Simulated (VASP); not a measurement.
# CdBi3O (P4/mmm) in VASP: a series of runs, part 2 of 3

VASP 6.6.1. Earlier steps stand in the parts before.

### 3 Single point, PBE

This run uses another cell than the first one, of 28.24 Å³/atom.

File INCAR:

```
SYSTEM = CdBi3O
  PREC = Accurate
  ENCUT = 600
  EDIFF = 1E-6
  ISMEAR = 0
  SIGMA = 0.1
  LREAL = .False.
  LASPH = .True.
  NELM = 120
  ALGO = Normal
  ISIF = 2
  LWAVE = .False.
  LCHARG = .False.
  GGA = PE
  NBANDS = 40
  GGA_COMPAT = .False.
```

File KPOINTS:

```
regular mesh
0
Gamma
  6 6 2
  0 0 0
```

File POSCAR:

```
CdBi3O
1.0
    3.3991812180      0.0000000000      0.0000000000
    0.0000000000      3.3991812180      0.0000000000
    0.0000000000      0.0000000000     12.2215542269
Cd Bi O
1 3 1
Direct
    0.0000000000      0.0000000000      0.5000000000
    0.0000000000      0.0000000000      0.7374668662
    0.0000000000      0.0000000000      0.2625331338
    0.5000000000      0.5000000000      0.0000000000
    0.0000000000      0.0000000000      0.0000000000
```

Potentials or basis: VASP PAW PBE potentials, release 64 (Cd, Bi_d, O).

The run is started by

```bash
cat potpaw_PBE.64/Cd/POTCAR potpaw_PBE.64/Bi_d/POTCAR potpaw_PBE.64/O/POTCAR > POTCAR
mpirun -np 1 vasp_std > vasp.out
```

OUTCAR:

```text
SYSTEM = CdBi3O
   PREC = Accurate
   ENCUT = 600
   EDIFF = 1E-6
   ISMEAR = 0
   LREAL = .False.
   LASPH = .True.
   NELM = 120
   ISIF = 2
   GGA = PE

 ion  position               nearest neighbor table
   1  0.000  0.000  0.500-   2 2.90   3 2.90
   2  0.000  0.000  0.737-   1 2.90
   3  0.000  0.000  0.263-   1 2.90
   4  0.500  0.500  0.000-   5 2.40   5 2.40   5 2.40   5 2.40
   5  0.000  0.000  0.000-   4 2.40   4 2.40   4 2.40   4 2.40

  LATTYP: Found a simple tetragonal cell.
 ALAT       =     3.3991812180
 C/A-ratio  =     3.5954406203

  Lattice vectors:

 A1 = (   3.3991812180,   0.0000000000,   0.0000000000)
 A2 = (   0.0000000000,   3.3991812180,   0.0000000000)
 A3 = (   0.0000000000,   0.0000000000,  12.2215542269)

Analysis of symmetry for initial positions (statically):
=====================================================================
 Subroutine PRICEL returns:
 Original cell was already a primitive cell.

 Routine SETGRP: Setting up the symmetry group for a
 simple tetragonal supercell.

 Subroutine GETGRP returns: Found 16 space group operations
 (whereof 16 operations were pure point group operations)
 out of a pool of 16 trial point group operations.

The static configuration has the point symmetry D_4h.

Analysis of symmetry for dynamics (positions and initial velocities):
=====================================================================
 Subroutine PRICEL returns:
 Original cell was already a primitive cell.

 Routine SETGRP: Setting up the symmetry group for a
 simple tetragonal supercell.

 Subroutine GETGRP returns: Found 16 space group operations
 (whereof 16 operations were pure point group operations)
 out of a pool of 16 trial point group operations.

The dynamic configuration has the point symmetry D_4h.

 Subroutine INISYM returns: Found 16 space group operations
[... 115 lines left out ...]
   IALGO  =     38    algorithm
   IMIX   =      4    mixing-type and parameters
     AMIX     =   0.40;   BMIX     =  1.00
     AMIX_MAG =   1.60;   BMIX_MAG =  1.00
  volume/ion in A,a.u.               =      28.24       190.59
  Fermi-wavevector in a.u.,A,eV,Ry     =   1.250921  2.363898 21.290452  1.564804
  Thomas-Fermi vector in A             =   2.384893
   LORBIT       =      0    0 simple, 1 ext, 2 COOP (PROOUT), +10 PAW based schemes
   GGA     = PE    functional components
   LHFCALC =     F    Hartree Fock is set to
   AEXX    =    0.0000 exact exchange contribution
   IVDW    =     0    specifies the selected vdW correction
   LEPSILON=     F    determine dielectric tensor
   LRPA    =     F    only Hartree local field effects (RPA)
 non-spin polarized calculation
 Gauss-broadening in eV      SIGMA  =   0.10
  energy-cutoff  :      600.00
  volume of cell :      141.21
 maximum number of plane-waves:      4752
 NGX is ok and might be reduce to    28
   NGX = 13   NGY = 13   NGZ = 49

 number of electron      62.9999987 magnetization

 Free energy of the ion-electron system (eV)
  ---------------------------------------------------
  ext. energy  EPLUGINS =         0.00000000
  ---------------------------------------------------
  free energy    TOTEN  =       -17.95509212 eV

  energy without entropy =      -17.93989569  energy(sigma->0) =      -17.94749391

 E-fermi :   5.3643     XC(G=0):  -9.6708

 val. band max:        5.3317952772   @ k =   0.3333   0.1667   0.5000
 cond. band min:       5.3843378304   @ k =   0.5000   0.3333   0.5000
 fundamental gap:      0.0525425532
 Fermi energy:         5.3642711013

 k-point     1 :       0.0000    0.0000    0.0000
  band No.  band energies     occupation
      1     -18.3095      2.00000
      2     -18.2140      2.00000
      3     -18.0561      2.00000
      4     -18.0363      2.00000
      5     -18.0363      2.00000
      6     -17.6355      2.00000
[... 849 lines left out ...]
     39       9.1363      0.00000
     40       9.1686      0.00000

------------------------ aborting loop because EDIFF is reached ----------------------------------------

  FORCE on cell =-STRESS in cart. coord.  units (eV):
  Direction    XX          YY          ZZ          XY          YZ          ZX
  --------------------------------------------------------------------------------------
  -------------------------------------------------------------------------------------
  Total       -0.0049350     -0.0049350      0.2995219      0.0000000      0.0000000     -0.0000000
  in kB       -0.0559914     -0.0559914      3.3983182      0.0000000      0.0000000     -0.0000000
  external PRESSURE =       1.0954452 kB  Pullay stress =       0.0000000 kB

 VOLUME and BASIS-vectors are now :
 -----------------------------------------------------------------------------
  energy-cutoff  :      600.00
  volume of cell :      141.21
      direct lattice vectors                 reciprocal lattice vectors
     3.399181218  0.000000000  0.000000000     0.294188493  0.000000000  0.000000000
     0.000000000  3.399181218  0.000000000     0.000000000  0.294188493  0.000000000
     0.000000000  0.000000000 12.221554227     0.000000000  0.000000000  0.081822654

 POSITION                                       TOTAL-FORCE (eV/Angst)
 -----------------------------------------------------------------------------------
      0.00000      0.00000      6.11078        -0.000000     -0.000000      0.000000
      0.00000      0.00000      9.01299        -0.000000      0.000000      0.011370
      0.00000      0.00000      3.20856         0.000000     -0.000000     -0.011370
      1.69959      1.69959      0.00000        -0.000000     -0.000000      0.000000
      0.00000      0.00000      0.00000        -0.000000     -0.000000      0.000000
 -----------------------------------------------------------------------------------
    total drift:                               -0.000000      0.000000      0.000000

  FREE ENERGIE OF THE ION-ELECTRON SYSTEM (eV)
  ---------------------------------------------------
  free  energy   TOTEN  =       -17.9550921231 eV

  energy  without entropy=      -17.9398956912  energy(sigma->0) =      -17.94749391
```

stdout:

```text
POSCAR found type information on POSCAR CdBiO
 POSCAR found :  3 types and       5 ions
 scaLAPACK will be used
 LDA part: xc-table for (Slater+PW92), standard interpolation
 POSCAR, INCAR and KPOINTS ok, starting setup
 FFT: planning ... GRIDC
 FFT: planning ... GRID_SOFT
 FFT: planning ... GRID
 WAVECAR not read
 entering main loop
```

It took 84 s on 1 thread of Intel Xeon 6975P-C (Granite Rapids), shared host; peak memory 0.33 GiB.

Results:

```
Free energy            : -17.9551 eV
Pressure               : 0.1 GPa
Largest force          : 0.011 eV/Å
Band gap on the k mesh : zero (an odd number of electrons rules out a gap without spin polarisation)
```

Forces in eV/Å, atoms in the order of the input:
```
Cd   0.000  0.000  0.000
Bi   0.000  0.000  0.011
Bi   0.000  0.000 -0.011
Bi   0.000  0.000  0.000
O    0.000  0.000  0.000
```

Stress tensor (GPa, compression positive):
```
-0.01  0.00  0.00
 0.00 -0.01  0.00
 0.00  0.00  0.34
```

Levels at points of the mesh, in eV from the Fermi level:
```
           k point  band 30  band 31  band 32  band 33  band 34  band 35
(0.00, 0.00, 0.00)     0.24     0.91     3.02     3.02     3.19     3.19
(0.50, 0.00, 0.00)    -1.31    -0.69    -0.64    -0.53    -0.04     2.62
(0.50, 0.50, 0.00)    -2.25    -2.25    -0.69     0.23     0.78     1.97
(0.00, 0.00, 0.50)    -0.12     2.43     3.03     3.03     3.18     3.18
(0.50, 0.00, 0.50)    -1.81    -1.29    -1.06     0.10     0.58     2.46
(0.50, 0.50, 0.50)    -2.18    -2.18    -0.40     0.23     0.33     1.97
```

Caveat: spin-orbit coupling is left out, which moves the levels of the heavy elements; an odd number of electrons without spin polarisation forces a metal; a magnetic or distorted state may lie lower.

### 4 Single point, PBE

This run uses another cell than the first one, of 28.15 Å³/atom.

File INCAR:

```
SYSTEM = CdBi3O
PREC = Accurate ; ENCUT = 600
EDIFF = 1E-6 ; ISMEAR = 0
SIGMA = 0.1 ; LREAL = .FALSE.
LASPH = .TRUE. ; NELM = 120
ALGO = Normal ; ISIF = 2
LWAVE = .FALSE. ; LCHARG = .FALSE.
GGA = PE ; NBANDS = 40
GGA_COMPAT = .FALSE.
```

File KPOINTS:

```
regular mesh
0
G
  4 4 4
  0 0 0
```

File POSCAR:

```
CdBi3O
1.0
    3.5145053530      0.0000000000      0.0000000000
    0.0000000000      3.5145053530      0.0000000000
    0.0000000000      0.0000000000     11.3965456232
Cd Bi O
1 3 1
Direct
    0.0000000000      0.0000000000      0.5000000000
    0.0000000000      0.0000000000      0.7587296182
    0.0000000000      0.0000000000      0.2412703818
    0.5000000000      0.5000000000      0.0000000000
    0.0000000000      0.0000000000      0.0000000000
```

The run is started by

```bash
cat potpaw_PBE.64/Cd/POTCAR potpaw_PBE.64/Bi_d/POTCAR potpaw_PBE.64/O/POTCAR > POTCAR
mpirun -np 1 vasp_std > vasp.out
```

Run time: 69 s. Hardware: 1 thread of Intel Xeon 6975P-C (Granite Rapids), shared host; peak memory 0.31 GiB.

Results (log left out):

| Item | Value |
| --- | --- |
| Free energy | -17.4647 eV |
| Pressure | 0.0 GPa |
| Band gap on the k mesh | zero (an odd number of electrons rules out a gap without spin polarisation) |

Forces in eV/Å, atoms in the order of the input:
```
Cd   0.000  0.000  0.000
Bi   0.000  0.000  0.002
Bi   0.000  0.000 -0.002
Bi   0.000  0.000  0.000
O    0.000  0.000  0.000
```

Levels at points of the mesh, in eV from the Fermi level:
```tsv
k point	band 29	band 30	band 31	band 32	band 33	band 34
(0.00, 0.00, 0.00)	-1.09	0.97	1.10	2.73	2.73	2.90
(0.50, 0.00, 0.00)	-2.89	-1.83	-0.84	0.24	0.31	0.44
(0.50, 0.50, 0.00)	-1.95	-1.89	-1.89	-0.70	-0.24	1.48
(0.00, 0.00, 0.50)	-1.98	-0.16	2.76	2.76	2.85	2.85
(0.50, 0.00, 0.50)	-1.94	-1.91	-1.81	-0.62	0.46	1.53
(0.50, 0.50, 0.50)	-2.12	-1.71	-1.71	-0.24	-0.08	0.46
```

Caveat: the k points lie up to 0.45 Å⁻¹ apart, too coarse for converged energies and pressures of a metal; spin-orbit coupling is left out, which moves the levels of the heavy elements; an odd number of electrons without spin polarisation forces a metal; a magnetic or distorted state may lie lower.

### 5 Relaxation of cell and atoms, PBE

File INCAR:

```
SYSTEM = CdBi3O
PREC = Accurate
ENCUT = 600
EDIFF = 1E-7
ISMEAR = 0
SIGMA = 0.1
LREAL = .False.
LASPH = .True.
NELM = 120
ALGO = Normal
ISIF = 3
LWAVE = .False.
LCHARG = .False.
GGA = PE
IBRION = 2
NSW = 90
EDIFFG = -0.04
GGA_COMPAT = .False.
NELMIN = 4
```

File KPOINTS:

```
Automatic mesh
0
Gamma
  4 4 4
  0 0 0
```

File POSCAR:

```
CdBi3O
1.0
    4.5272872900      0.0000000000      0.0000000000
    0.0000000000      4.5272872900      0.0000000000
    0.0000000000      0.0000000000      7.4219264700
Cd Bi O
1 3 1
Direct
    0.0000000000      0.0000000000      0.5000000000
    0.0000000000      0.0000000000      0.7836682200
    0.0000000000      0.0000000000      0.2163317800
    0.5000000000      0.5000000000      0.0000000000
    0.0000000000      0.0000000000      0.0000000000
```

The run is started by

```bash
cat potpaw_PBE.64/Cd/POTCAR potpaw_PBE.64/Bi_d/POTCAR potpaw_PBE.64/O/POTCAR > POTCAR
mpirun -np 1 vasp_std > vasp.out
```

Run time: 15 min. Hardware: 1 thread of Intel Xeon 6975P-C (Granite Rapids), shared host; peak memory 0.35 GiB.

Results (log left out):

- Free energy: -17.1978 eV
- Relaxed volume: 27.68 Å³/atom
- Relaxed cell: a = 3.531 Å, b = 3.531 Å, c = 11.102 Å, α = 90.00°, β = 90.00°, γ = 90.00°
- Space group after relaxing (to 0.1 Å): P4/mmm (No. 123)
- Pressure after relaxing: 0.0 GPa
- Largest force after relaxing: 0.008 eV/Å
- Band gap on the k mesh: zero (an odd number of electrons rules out a gap without spin polarisation)

Forces on the atoms (eV/Å):
```
Cd   0.000  0.000  0.000
Bi   0.000  0.000 -0.008
Bi   0.000  0.000  0.008
Bi   0.000  0.000  0.000
O    0.000  0.000  0.000
```

Final structure:
```
Cd Bi O
1.0
     3.53067    0.00000    0.00000
     0.00000    3.53067    0.00000
     0.00000    0.00000   11.10206
Cd Bi O
1 3 1
Direct
  0.00000 0.00000 0.50000
  0.00000 0.00000 0.76169
  0.00000 0.00000 0.23831
  0.50000 0.50000 0.00000
  0.00000 0.00000 0.00000
```

Levels at points of the mesh, in eV from the Fermi level:
```csv
k point,band 29,band 30,band 31,band 32,band 33,band 34
"(0.00, 0.00, 0.00)",-0.99,1.05,1.42,2.56,2.56,2.74
"(0.50, 0.00, 0.00)",-2.97,-2.02,-0.87,0.46,0.49,0.51
"(0.50, 0.50, 0.00)",-2.03,-1.92,-1.92,-0.78,-0.41,1.68
"(0.00, 0.00, 0.50)",-1.88,-0.20,2.59,2.59,2.69,2.69
"(0.50, 0.00, 0.50)",-2.04,-2.00,-1.81,-0.60,0.51,1.77
"(0.50, 0.50, 0.50)",-2.21,-1.72,-1.72,-0.41,-0.01,0.44
```

Caveat: a cell axis changed by over 15 % at a fixed basis, so the end point is rough; spin-orbit coupling is left out, which moves the levels of the heavy elements; an odd number of electrons without spin polarisation forces a metal; a magnetic or distorted state may lie lower.

(Continued in part 3 of 3.)
